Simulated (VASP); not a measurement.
# Au (Fm-3m) in VASP: a series of runs

Runs on Au. Level: PBEsol. Tasks: relaxation of cell and atoms.

Everything below comes from runs of VASP 6.6.1. Logs are shortened: lines on timing, memory, paths and dates and some standing lists are left out, and cuts for length are marked.

**1. The cell of the first run**

Symmetry: Fm-3m, No. 225, cubic system. Conventional cell: a = 4.070 Å, b = 4.070 Å, c = 4.070 Å, α = 90.00°, β = 90.00°, γ = 90.00°. Au (site symmetry m-3m) has 12 Au at 2.88 Å within 3.8 Å.

**2. Relaxation of cell and atoms, PBEsol, target pressure 20 GPa, at which the enthalpy is minimised**

INCAR

```
SYSTEM = Au
  ALGO = Normal
  EDIFF = 1E-7
  EDIFFG = -0.03
  ENCUT = 500
  GGA = PS
  GGA_COMPAT = .False.
  IBRION = 2
  ISIF = 3
  ISMEAR = -1
  LASPH = .True.
  LCHARG = .False.
  LREAL = .False.
  LWAVE = .False.
  NELM = 120
  NELMIN = 4
  NSW = 60
  PREC = Accurate
  PSTRESS = 200.0
  SIGMA = 0.05
```

KPOINTS

```
k-points
0
Gamma
  9 9 9
  0 0 0
```

POSCAR

```
Au
1.0
    0.0000000000      2.0350000000      2.0350000000
    2.0350000000      0.0000000000      2.0350000000
    2.0350000000      2.0350000000      0.0000000000
Au
1
Direct
    0.0000000000      0.0000000000      0.0000000000
```

Potentials or basis: VASP PAW PBE potentials, release 64 (Au).

On the command line:

```console
$ cat potpaw_PBE.64/Au/POTCAR > POTCAR
$ mpirun -np 1 vasp_std > vasp.out
```

OUTCAR:

```text
SYSTEM = Au
   EDIFF = 1E-7
   EDIFFG = -0.03
   ENCUT = 500
   GGA = PS
   IBRION = 2
   ISIF = 3
   ISMEAR = -1
   LASPH = .True.
   LREAL = .False.
   NELM = 120
   NELMIN = 4
   NSW = 60
   PREC = Accurate
   PSTRESS = 200.0

 ion  position               nearest neighbor table
   1  0.000  0.000  0.000-

  LATTYP: Found a face centered cubic cell.
 ALAT       =     4.0700000000

  Lattice vectors:

 A1 = (   0.0000000000,   2.0350000000,   2.0350000000)
 A2 = (   2.0350000000,   0.0000000000,   2.0350000000)
 A3 = (   2.0350000000,   2.0350000000,   0.0000000000)

Analysis of symmetry for initial positions (statically):
=====================================================================
 Subroutine PRICEL returns:
 Original cell was already a primitive cell.

 Routine SETGRP: Setting up the symmetry group for a
 face centered cubic supercell.

 Subroutine GETGRP returns: Found 48 space group operations
 (whereof 48 operations were pure point group operations)
 out of a pool of 48 trial point group operations.

The static configuration has the point symmetry O_h .

Analysis of symmetry for dynamics (positions and initial velocities):
=====================================================================
 Subroutine PRICEL returns:
 Original cell was already a primitive cell.

 Routine SETGRP: Setting up the symmetry group for a
 face centered cubic supercell.

 Subroutine GETGRP returns: Found 48 space group operations
 (whereof 48 operations were pure point group operations)
 out of a pool of 48 trial point group operations.

The dynamic configuration has the point symmetry O_h .

 Subroutine INISYM returns: Found 48 space group operations
 (whereof 48 operations are pure point group operations),
 and found     1 'primitive' translations

----------------------------------------------------------------------------------------

                                     Primitive cell

  volume of cell :      16.8548

  direct lattice vectors                    reciprocal lattice vectors
     0.000000000  2.035000000  2.035000000    -0.245700246  0.245700246  0.245700246
     2.035000000  0.000000000  2.035000000     0.245700246 -0.245700246  0.245700246
     2.035000000  2.035000000  0.000000000     0.245700246  0.245700246 -0.245700246

  length of vectors
     2.877924599  2.877924599  2.877924599     0.425565309  0.425565309  0.425565309

  position of ions in fractional coordinates (direct lattice)
     0.000000000  0.000000000  0.000000000

  ion indices of the primitive-cell ions
   primitive index   ion index
                 1           1

----------------------------------------------------------------------------------------

 KPOINTS: k-points

Automatic generation of k-mesh.
 Grid dimensions read from file:
 generate k-points for:    9    9    9

 Generating k-lattice:

  Cartesian coordinates                     Fractional coordinates (reciprocal lattice)
    -0.027300027  0.027300027  0.027300027     0.111111111  0.000000000  0.000000000
     0.027300027 -0.027300027  0.027300027     0.000000000  0.111111111  0.000000000
     0.027300027  0.027300027 -0.027300027     0.000000000  0.000000000  0.111111111

  Length of vectors
     0.047285034  0.047285034  0.047285034

  Shift w.r.t. Gamma in fractional coordinates (k-lattice)
     0.000000000  0.000000000  0.000000000

 Subroutine IBZKPT returns following result:
 ===========================================

 Found     35 irreducible k-points:

 Following reciprocal coordinates:
            Coordinates               Weight
  0.000000  0.000000  0.000000      1.000000
  0.111111  0.000000  0.000000      8.000000
  0.222222  0.000000  0.000000      8.000000
  0.333333  0.000000  0.000000      8.000000
  0.444444  0.000000  0.000000      8.000000
  0.111111  0.111111  0.000000      6.000000
[... 16 lines left out ...]
 -0.333333  0.333333  0.000000     12.000000
  0.444444  0.444444  0.000000      6.000000
 [... further k-points ...]
   k-points           NKPTS =     35   k-points in BZ     NKDIM =     35   number of bands    NBANDS=      9
   number of dos      NEDOS =    301   number of ions     NIONS =      1
   total plane-waves  NPLWV =  13824
   dimension x,y,z NGX =    24 NGY =   24 NGZ =   24
   dimension x,y,z NGXF=    48 NGYF=   48 NGZF=   48
   ions per type =               1
   NGX,Y,Z   is equivalent  to a cutoff of  13.86, 13.86, 13.86 a.u.
   NGXF,Y,Z  is equivalent  to a cutoff of  27.73, 27.73, 27.73 a.u.
 SYSTEM =  Au
   PREC   = accura    normal or accurate (medium, high low for compatibility)
   ISTART =      0    job   : 0-new  1-cont  2-samecut
   ICHARG =      2    charge: 1-file 2-atom 10-const
   ISPIN  =      1    spin polarized calculation?
   LNONCOLLINEAR =      F non collinear calculations
   LSORBIT =      F    spin-orbit coupling
   LASPH  =      T    aspherical Exc in radial PAW
   ENCUT  =  500.0 eV  36.75 Ry    6.06 a.u.   5.25  5.25  5.25*2*pi/ulx,y,z
   NELM   =    120;   NELMIN=  4; NELMDL= -5     # of ELM steps
   EDIFF  = 0.1E-06   stopping-criterion for ELM
   LREAL  =      F    real-space projection
   EDIFFG = -.3E-01   stopping-criterion for IOM
   NSW    =     60    number of steps for IOM
   IBRION =      2    ionic relax: 0-MD 1-quasi-New 2-CG
   NFREE  =      1    steps in history (QN), initial steepest desc. (CG)
   ISIF   =      3    stress and relaxation
   ISYM   =      2    0-nonsym 1-usesym 2-fastsym
   POTIM  = 0.5000    time-step for ionic-motion
   TEBEG  =    0.0;   TEEND  =   0.0 temperature during run
   PSTRESS=  200.0 pullay stress
   NELECT =      11.0000    total number of electrons
   NUPDOWN=      -1.0000    fix difference up-down
   EMIN   =  10.00;   EMAX   =-10.00  energy-range for DOS
   EFERMI =   0.00;   METHOD = LEGACY
   ISMEAR =    -1;   SIGMA  =   0.05  broadening in eV -4-tet -1-fermi 0-gaus
   EFERMI_NEDOS =   21; number of points for ismear=-14 and -15
   IALGO  =     38    algorithm
   IMIX   =      4    mixing-type and parameters
     AMIX     =   0.40;   BMIX     =  1.00
     AMIX_MAG =   1.60;   BMIX_MAG =  1.00
  volume/ion in A,a.u.               =      16.85       113.74
  Fermi-wavevector in a.u.,A,eV,Ry     =   1.420032  2.683470 27.436005  2.016489
  Thomas-Fermi vector in A             =   2.540990
   LORBIT       =      0    0 simple, 1 ext, 2 COOP (PROOUT), +10 PAW based schemes
   GGA     = PS    functional components
   LHFCALC =     F    Hartree Fock is set to
   AEXX    =    0.0000 exact exchange contribution
   IVDW    =     0    specifies the selected vdW correction
   LEPSILON=     F    determine dielectric tensor
   LRPA    =     F    only Hartree local field effects (RPA)
 conjugate gradient relaxation of ions
 non-spin polarized calculation
  energy-cutoff  :      500.00
  volume of cell :       16.85
 maximum number of plane-waves:       440
 NGX is ok and might be reduce to    24
   NGX = 11   NGY = 11   NGZ = 11

--------------------------------------- Ionic step        1  -------------------------------------------

 number of electron      10.9999999 magnetization

 Free energy of the ion-electron system (eV)
  ---------------------------------------------------
  ext. energy  EPLUGINS =         0.00000000
  ---------------------------------------------------
  free energy    TOTEN  =        -3.94799029 eV

  energy without entropy =       -3.94748563  energy(sigma->0) =       -3.94773796

 E-fermi :   9.4112     XC(G=0): -12.9489

 val. band max:        9.0664232130   @ k =   0.4444   0.3333   0.0000
 cond. band min:       9.4648530339   @ k =   0.4444   0.4444   0.0000
 fundamental gap:      0.3984298209
 Fermi energy:         9.4112290719

 k-point     1 :       0.0000    0.0000    0.0000
  band No.  band energies     occupation
      1      -0.5745      2.00000
      2       4.7303      2.00000
      3       4.7303      2.00000
      4       4.7303      2.00000
      5       6.2891      2.00000
      6       6.2891      2.00000
      7      23.9503      0.00000
      8      28.0051      0.00000
      9      28.0051      0.00000

 k-point     2 :       0.1111    0.0000    0.0000
  band No.  band energies     occupation
      1      -0.1468      2.00000
      2       4.5991      2.00000
      3       4.8684      2.00000
      4       4.8684      2.00000
      5       6.2346      2.00000
      6       6.2346      2.00000
      7      24.3909      0.00000
      8      25.8055      0.00000
      9      28.5138      0.00000

 k-point     3 :       0.2222    0.0000    0.0000
  band No.  band energies     occupation
      1       0.9517      2.00000
      2       4.4944      2.00000
      3       5.0288      2.00000
      4       5.0288      2.00000
      5       6.3449      2.00000
      6       6.3449      2.00000
      7      21.7371      0.00000
      8      25.1558      0.00000
      9      29.5021      0.00000
[... 376 lines left out ...]
 VOLUME and BASIS-vectors are now :
 -----------------------------------------------------------------------------
  energy-cutoff  :      500.00
  volume of cell :       15.58
      direct lattice vectors                 reciprocal lattice vectors
    -0.000000000  1.982343166  1.982343166    -0.252226763  0.252226763  0.252226763
     1.982343166  0.000000000  1.982343166     0.252226763 -0.252226763  0.252226763
     1.982343166  1.982343166  0.000000000     0.252226763  0.252226763 -0.252226763

 POSITION                                       TOTAL-FORCE (eV/Angst)
 -----------------------------------------------------------------------------------
      3.96469      1.98234      1.98234         0.000000      0.000000      0.000000
 -----------------------------------------------------------------------------------
    total drift:                                0.000000      0.000000      0.000000

  FREE ENERGIE OF THE ION-ELECTRON SYSTEM (eV)
  ---------------------------------------------------
  free  energy   TOTEN  =        -3.8711595158 eV

  energy  without entropy=       -3.8700489242  energy(sigma->0) =       -3.87060422

  enthalpy is  TOTEN    =        -1.9263103594 eV   P V=        1.9448491565

--------------------------------------- Ionic step        5  -------------------------------------------

 number of electron      11.0000001 magnetization

 Free energy of the ion-electron system (eV)
  ---------------------------------------------------
  ext. energy  EPLUGINS =         0.00000000
  ---------------------------------------------------
  free energy    TOTEN  =        -3.86736722 eV

  energy without entropy =       -3.86622350  energy(sigma->0) =       -3.86679536

 E-fermi :  10.6543     XC(G=0): -13.4318

 val. band max:       10.4660009112   @ k =   0.4444   0.3333   0.0000
 cond. band min:      10.6757725630   @ k =   0.4444   0.4444   0.0000
 fundamental gap:      0.2097716517
 Fermi energy:        10.6543455574

 k-point     1 :       0.0000    0.0000    0.0000
  band No.  band energies     occupation
      1      -0.0480      2.00000
      2       5.6876      2.00000
      3       5.6876      2.00000
      4       5.6876      2.00000
      5       7.4822      2.00000
      6       7.4822      2.00000
      7      25.2236      0.00000
      8      29.7458      0.00000
      9      29.7458      0.00000

 k-point     2 :       0.1111    0.0000    0.0000
  band No.  band energies     occupation
      1       0.4124      2.00000
      2       5.5321      2.00000
      3       5.8442      2.00000
      4       5.8442      2.00000
      5       7.4158      2.00000
      6       7.4158      2.00000
      7      25.7937      0.00000
      8      27.5367      0.00000
      9      30.3644      0.00000

 k-point     3 :       0.2222    0.0000    0.0000
  band No.  band energies     occupation
      1       1.5824      2.00000
      2       5.3994      2.00000
      3       6.0252      2.00000
      4       6.0252      2.00000
      5       7.5359      2.00000
      6       7.5359      2.00000
      7      23.6731      0.00000
      8      26.6414      0.00000
      9      31.7532      0.00000
[... 265 lines left out ...]
 VOLUME and BASIS-vectors are now :
 -----------------------------------------------------------------------------
  energy-cutoff  :      500.00
  volume of cell :       15.55
      direct lattice vectors                 reciprocal lattice vectors
    -0.000000000  1.981036295  1.981036295    -0.252393155  0.252393155  0.252393155
     1.981036295  0.000000000  1.981036295     0.252393155 -0.252393155  0.252393155
     1.981036295  1.981036295  0.000000000     0.252393155  0.252393155 -0.252393155

 POSITION                                       TOTAL-FORCE (eV/Angst)
 -----------------------------------------------------------------------------------
     -0.00000      0.00000      0.00000         0.000000      0.000000      0.000000
 -----------------------------------------------------------------------------------
    total drift:                                0.000000      0.000000      0.000000

  FREE ENERGIE OF THE ION-ELECTRON SYSTEM (eV)
  ---------------------------------------------------
  free  energy   TOTEN  =        -3.8673672152 eV

  energy  without entropy=       -3.8662234979  energy(sigma->0) =       -3.86679536

  enthalpy is  TOTEN    =        -1.9263619836 eV   P V=        1.9410052316

 reached required accuracy - stopping structural energy minimisation
```

Run time: 20 s. Hardware: 1 thread of Intel Xeon Platinum 8375C at 2.90GHz (Ice Lake), shared host; peak memory 0.15 GiB.

Results:

| Quantity | Value |
| --- | --- |
| Free energy | -3.8674 eV |
| Relaxed volume | 15.55 Å³/atom |
| Relaxed cell | a = 2.802 Å, b = 2.802 Å, c = 2.802 Å, α = 60.00°, β = 60.00°, γ = 60.00° |
| Space group after relaxing (to 0.1 Å) | Fm-3m (No. 225) |
| Energy change on relaxing (the run minimises the enthalpy) | +80.6 meV/atom |
| Ionic steps | 5 |
| Pressure after relaxing | 20.0 GPa |
| Band gap on the k mesh | zero (an odd number of electrons rules out a gap without spin polarisation) |

Step by step:
| step | energy change (eV) | largest force (eV/Å) | pressure (GPa) | volume (Å³) |
| --- | --- | --- | --- | --- |
| 1 | 0.0000 | 0.0000 | 1.36 | 16.85 |
| 2 | 1.2789 | 0.0000 | 127.76 | 12.51 |
| 3 | 0.0692 | 0.0000 | 18.31 | 15.64 |
| 4 | 0.0768 | 0.0000 | 19.45 | 15.58 |
| 5 | 0.0806 | 0.0000 | 20.01 | 15.55 |

Final structure:
```
Au
1.0
     0.00000    1.98104    1.98104
     1.98104    0.00000    1.98104
     1.98104    1.98104    0.00000
Au
1
Direct
  0.00000 0.00000 0.00000
```

Levels at points of the mesh, in eV from the Fermi level:
| k point | band 3 | band 4 | band 5 | band 6 | band 7 | band 8 | band 9 |
| --- | --- | --- | --- | --- | --- | --- | --- |
| (0.00, 0.00, 0.00) | -4.97 | -4.97 | -3.17 | -3.17 | 14.57 | 19.09 | 19.09 |

Caveat: the cell is relaxed towards a set pressure, so the run minimises the enthalpy, not the energy; the PAW data sets were made with another functional, which shifts forces and pressure a little; spin-orbit coupling is left out, which moves the levels of the heavy elements.

**3. Relaxation of cell and atoms, PBEsol, target pressure 40 GPa, at which the enthalpy is minimised**

INCAR

```
SYSTEM = Au
PREC     = Accurate       ! precision mode
ENCUT    = 500            ! plane-wave cutoff, eV
EDIFF    = 1E-7           ! SCF threshold, eV
ISMEAR   = -1             ! smearing method
SIGMA    = 0.05           ! smearing width, eV
LREAL    = .False.        ! projectors in reciprocal space
LASPH    = .True.         ! aspherical terms in the spheres
NELM     = 120            ! most SCF steps
ALGO     = Normal         ! electronic algorithm
ISIF     = 3              ! what is computed and relaxed
LWAVE    = .False.        ! write WAVECAR
LCHARG   = .False.        ! write CHGCAR
GGA      = PS             ! functional
IBRION   = 2              ! ionic algorithm
NSW      = 60             ! ionic steps
EDIFFG   = -0.03          ! ionic threshold
PSTRESS  = 400.0        
GGA_COMPAT= .False.      
NELMIN   = 4
```

KPOINTS

```
regular mesh
0
Gamma
  9 9 9
  0 0 0
```

POSCAR is that of step 2.

Potentials or basis: VASP PAW PBE potentials, release 64 (Au).

On the command line:

```console
$ cat potpaw_PBE.64/Au/POTCAR > POTCAR
$ mpirun -np 1 vasp_std > vasp.out
```

Wall time 23 s (1 thread of Intel Xeon Platinum 8375C at 2.90GHz (Ice Lake), shared host); peak memory 0.15 GiB.

It converged, with:

* Free energy: -3.6980 eV
* Relaxed volume: 14.63 Å³/atom
* Relaxed cell: a = 2.745 Å, b = 2.745 Å, c = 2.745 Å, α = 60.00°, β = 60.00°, γ = 60.00°
* Space group after relaxing (to 0.1 Å): Fm-3m (No. 225)
* Energy change on relaxing (the run minimises the enthalpy): +250.0 meV/atom
* Ionic steps: 5
* Pressure after relaxing: 40.2 GPa
* Band gap on the k mesh: zero (an odd number of electrons rules out a gap without spin polarisation)

The path:
| step | energy change (eV) | largest force (eV/Å) | pressure (GPa) | volume (Å³) |
| --- | --- | --- | --- | --- |
| 1 | 0.0000 | 0.0000 | 1.36 | 16.85 |
| 2 | 9.2893 | 0.0000 | 715.19 | 8.76 |
| 3 | 0.1624 | 0.0000 | 30.55 | 15.03 |
| 4 | 0.1977 | 0.0000 | 34.55 | 14.85 |
| 5 | 0.2500 | 0.0000 | 40.15 | 14.63 |

Final structure:
```xyz
1
Lattice="0.0000 1.9411 1.9411 1.9411 0.0000 1.9411 1.9411 1.9411 0.0000" Properties=species:S:1:pos:R:3 pbc="T T T"
Au    0.0000    0.0000    0.0000
```

Levels at points of the mesh, in eV from the Fermi level:
```tsv
k point	band 3	band 4	band 5	band 6	band 7	band 8	band 9
(0.00, 0.00, 0.00)	-5.29	-5.29	-3.29	-3.29	14.48	19.36	19.36
```

Caveat: the cell is relaxed towards a set pressure, so the run minimises the enthalpy, not the energy; the PAW data sets were made with another functional, which shifts forces and pressure a little; spin-orbit coupling is left out, which moves the levels of the heavy elements.

[end of part 1 of 2]
